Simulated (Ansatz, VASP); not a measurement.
**One calculation of Pt, two programs**

The input POSCAR:

```
Pt
1.0
    0.0000000000      1.9738864712      1.9738864712
    1.9738864712      0.0000000000      1.9738864712
    1.9738864712      1.9738864712      0.0000000000
Pt
1
Direct
    0.0000000000      0.0000000000      0.0000000000
```

INCAR.step1

```
SYSTEM = Pt
ALGO = Normal
EDIFF = 1E-5
ENCUT = 520
GGA = PE
ISIF = 2
ISMEAR = -1
LASPH = .TRUE.
LCHARG = .FALSE.
LREAL = .FALSE.
LWAVE = .TRUE.
NBANDS = 11
NELM = 100
PREC = Accurate
SIGMA = 0.05
```

Contents of INCAR.step2:

```
SYSTEM = Pt
AEXX = 0.25
ALGO = Normal
EDIFF = 1E-7
ENCUT = 520
GGA = PE
ISIF = 2
ISMEAR = -1
ISTART = 1
LASPH = .TRUE.
LCHARG = .FALSE.
LHFCALC = .TRUE.
LREAL = .FALSE.
LWAVE = .FALSE.
NBANDS = 11
NELM = 100
PREC = Accurate
PRECFOCK = Normal
SIGMA = 0.05
```

KPOINTS

```
k-points
0
G
  8 8 8
  0 0 0
```

input

```
crystal:
  lattice:
    - [0.0, 1.9738864712, 1.9738864712]
    - [1.9738864712, 0.0, 1.9738864712]
    - [1.9738864712, 1.9738864712, 0.0]
  atoms:
    - { symbol: Pt, position: [0.0, 0.0, 0.0] }
hamiltonian:
  xc: pbe0
  pseudopotentials: { kind: paw }
kpoints:
  mp_grid: { grid: [8, 8, 8] }
scf:
  occupations: { method: fermi_dirac, width: 0.05 }
output:
  forces: true
  stress: true
  eigenvalues: true
```

Alike in both runs: task single point; functional PBE0; k mesh 8 × 8 × 8; occupations fermi-dirac, width 0.05 eV; no spin polarisation.

|  | VASP | Ansatz |
| --- | --- | --- |
| version | VASP 6.6.1 | Ansatz 0.2.0 |
| potentials or method | VASP PAW PBE potentials, release 64 (Pt) | Ansatz PAW |
| plane-wave cutoff (eV) | 520 | 420 |
| valence electrons in the cell | 10 | 18 |

VASP gave:

| Item | Value |
| --- | --- |
| gap on the k mesh at the Fermi level (eV) | none |
| pressure (GPa) | -5.2 |

Q: Estimate Ansatz's values.

A: gap on the k mesh at the Fermi level (eV): none; pressure (GPa): -5.3.

A gap of «none» marks a metal or a gap that the smearing closes. VASP's potentials hold 10 valence electrons a cell and Ansatz's 18, so a difference there can come from the potentials and not from the codes.

Neither program's run includes spin-orbit coupling.
